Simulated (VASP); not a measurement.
# Sn4Se3S (Pmmm) in VASP: notebook, part 2 of 2

VASP 6.6.1.

### 3 Single point, PBE

INCAR

```
SYSTEM = Sn4Se3S
PREC     = Accurate       ! precision mode
ENCUT    = 520            ! plane-wave cutoff, eV
EDIFF    = 1E-7           ! SCF threshold, eV
ISMEAR   = 0              ! smearing method
SIGMA    = 0.1            ! smearing width, eV
LREAL    = .False.        ! projectors in reciprocal space
LASPH    = .True.         ! aspherical terms in the spheres
NELM     = 60             ! most SCF steps
ALGO     = Normal         ! electronic algorithm
ISIF     = 2              ! what is computed and relaxed
LWAVE    = .False.        ! write WAVECAR
LCHARG   = .False.        ! write CHGCAR
GGA      = PE             ! functional
NBANDS   = 50             ! bands
```

KPOINTS

```
Automatic mesh
0
Gamma
  4 4 2
  0 0 0
```

POSCAR

```
Sn4Se3S
1.0
    4.2462309000      0.0000000000      0.0000000000
    0.0000000000      6.0141659000      0.0000000000
    0.0000000000      0.0000000000      8.4963249000
Sn Se S
4 3 1
Direct
    0.0000000000      0.0000000000      0.0000000000
    0.5000000000      0.5000000000      0.2417590000
    0.0000000000      0.0000000000      0.5000000000
    0.5000000000      0.5000000000      0.7582410000
    0.5000000000      0.0000000000      0.2491950000
    0.0000000000      0.5000000000      0.5000000000
    0.5000000000      0.0000000000      0.7508050000
    0.0000000000      0.5000000000      0.0000000000
```

Potentials or basis: VASP PAW PBE potentials, release 64 (Sn_d, Se, S).

The run is started by

```bash
cat potpaw_PBE.64/Sn_d/POTCAR potpaw_PBE.64/Se/POTCAR potpaw_PBE.64/S/POTCAR > POTCAR
mpirun -np 1 vasp_std > vasp.out
```

OUTCAR:

```text
SYSTEM = Sn4Se3S
   PREC = Accurate
   ENCUT = 520
   EDIFF = 1E-7
   ISMEAR = 0
   LREAL = .False.
   LASPH = .True.
   NELM = 60
   ISIF = 2
   GGA = PE

 ion  position               nearest neighbor table
   1  0.000  0.000  0.000-   5 3.00   7 3.00   5 3.00   7 3.00   8 3.01   8 3.01
   2  0.500  0.500  0.242-   8 2.95   8 2.95   5 3.01   5 3.01   6 3.05   6 3.05
   3  0.000  0.000  0.500-   6 3.01   6 3.01   7 3.01   5 3.01   5 3.01   7 3.01
   4  0.500  0.500  0.758-   8 2.95   8 2.95   7 3.01   7 3.01   6 3.05   6 3.05
   5  0.500  0.000  0.249-   1 3.00   1 3.00   2 3.01   2 3.01   3 3.01   3 3.01
   6  0.000  0.500  0.500-   3 3.01   3 3.01   4 3.05   2 3.05   2 3.05   4 3.05
   7  0.500  0.000  0.751-   1 3.00   1 3.00   4 3.01   4 3.01   3 3.01   3 3.01
   8  0.000  0.500  0.000-   2 2.95   4 2.95   2 2.95   4 2.95   1 3.01   1 3.01

  LATTYP: Found a simple orthorhombic cell.
 ALAT       =     4.2462309000
 B/A-ratio  =     1.4163539482
 C/A-ratio  =     2.0009097715

  Lattice vectors:

 A1 = (   4.2462309000,   0.0000000000,   0.0000000000)
 A2 = (   0.0000000000,   6.0141659000,   0.0000000000)
 A3 = (   0.0000000000,   0.0000000000,   8.4963249000)

Analysis of symmetry for initial positions (statically):
=====================================================================
 Subroutine PRICEL returns:
 Original cell was already a primitive cell.

 Routine SETGRP: Setting up the symmetry group for a
 simple orthorhombic supercell.

 Subroutine GETGRP returns: Found  8 space group operations
 (whereof  8 operations were pure point group operations)
 out of a pool of  8 trial point group operations.

The static configuration has the point symmetry D_2h.

Analysis of symmetry for dynamics (positions and initial velocities):
=====================================================================
 Subroutine PRICEL returns:
 Original cell was already a primitive cell.

 Routine SETGRP: Setting up the symmetry group for a
 simple orthorhombic supercell.

 Subroutine GETGRP returns: Found  8 space group operations
[... 133 lines left out ...]
   GGA     = PE    functional components
   LHFCALC =     F    Hartree Fock is set to
   AEXX    =    0.0000 exact exchange contribution
   IVDW    =     0    specifies the selected vdW correction
   LEPSILON=     F    determine dielectric tensor
   LRPA    =     F    only Hartree local field effects (RPA)
 non-spin polarized calculation
 Gauss-broadening in eV      SIGMA  =   0.10
  energy-cutoff  :      520.00
  volume of cell :      216.98
 maximum number of plane-waves:      5886
 NGX is ok and might be reduce to    32
   NGX = 15   NGY = 23   NGZ = 31

 number of electron      80.0000023 magnetization

 Free energy of the ion-electron system (eV)
  ---------------------------------------------------
  ext. energy  EPLUGINS =         0.00000000
  ---------------------------------------------------
  free energy    TOTEN  =       -33.39151488 eV

  energy without entropy =      -33.39143534  energy(sigma->0) =      -33.39147511

 E-fermi :   5.8298     XC(G=0):  -9.5642

 val. band max:        5.6204922961   @ k =   0.0000   0.5000   0.0000
 cond. band min:       6.0381822316   @ k =   0.5000   0.5000   0.0000
 fundamental gap:      0.4176899356
 Fermi energy:         5.8298080965

 k-point     1 :       0.0000    0.0000    0.0000
  band No.  band energies     occupation
      1     -16.0871      2.00000
      2     -16.0706      2.00000
      3     -16.0692      2.00000
      4     -16.0663      2.00000
      5     -16.0660      2.00000
      6     -16.0618      2.00000
[... 943 lines left out ...]
     49       9.0586      0.00000
     50       9.5830      0.00000

------------------------ aborting loop because EDIFF is reached ----------------------------------------

  FORCE on cell =-STRESS in cart. coord.  units (eV):
  Direction    XX          YY          ZZ          XY          YZ          ZX
  --------------------------------------------------------------------------------------
  -------------------------------------------------------------------------------------
  Total       -0.7238978     -0.9103529     -0.7237857     -0.0000000      0.0000000      0.0000000
  in kB       -5.3453692     -6.7221814     -5.3445417     -0.0000000      0.0000000      0.0000000
  external PRESSURE =      -5.8040308 kB  Pullay stress =       0.0000000 kB

 VOLUME and BASIS-vectors are now :
 -----------------------------------------------------------------------------
  energy-cutoff  :      520.00
  volume of cell :      216.98
      direct lattice vectors                 reciprocal lattice vectors
     4.246230900  0.000000000  0.000000000     0.235502973  0.000000000  0.000000000
     0.000000000  6.014165900  0.000000000     0.000000000  0.166274096  0.000000000
     0.000000000  0.000000000  8.496324900     0.000000000  0.000000000  0.117697947

 POSITION                                       TOTAL-FORCE (eV/Angst)
 -----------------------------------------------------------------------------------
      0.00000      0.00000      0.00000        -0.000000     -0.000000     -0.000000
      2.12312      3.00708      2.05406        -0.000000     -0.000000      0.004468
      0.00000      0.00000      4.24816        -0.000000     -0.000000     -0.000000
      2.12312      3.00708      6.44226        -0.000000      0.000000     -0.004468
      2.12312      0.00000      2.11724        -0.000000     -0.000000      0.001819
      0.00000      3.00708      4.24816        -0.000000     -0.000000     -0.000000
      2.12312      0.00000      6.37908         0.000000     -0.000000     -0.001819
      0.00000      3.00708      0.00000        -0.000000     -0.000000     -0.000000
 -----------------------------------------------------------------------------------
    total drift:                                0.000000     -0.000000     -0.000000

  FREE ENERGIE OF THE ION-ELECTRON SYSTEM (eV)
  ---------------------------------------------------
  free  energy   TOTEN  =       -33.3915148818 eV

  energy  without entropy=      -33.3914353389  energy(sigma->0) =      -33.39147511
```

It took 1.8 min on 1 thread of AMD EPYC 9R45 (Zen 5), shared host; peak memory 0.36 GiB.

Results:

| Property | Result |
| --- | --- |
| Free energy | -33.3915 eV |
| Pressure | -0.6 GPa |
| Largest force | 0.004 eV/Å |
| Band gap on the k mesh | 0.42 eV, indirect (least direct gap 0.43 eV) |

Forces in eV/Å, atoms in the order of the input:
```
Sn   0.000  0.000  0.000
Sn   0.000  0.000  0.004
Sn   0.000  0.000  0.000
Sn   0.000  0.000 -0.004
Se   0.000  0.000  0.002
Se   0.000  0.000  0.000
Se   0.000  0.000 -0.002
S    0.000  0.000  0.000
```

Caveat: spin-orbit coupling is left out, which moves the levels of the heavy elements. A k mesh can miss the band edges.
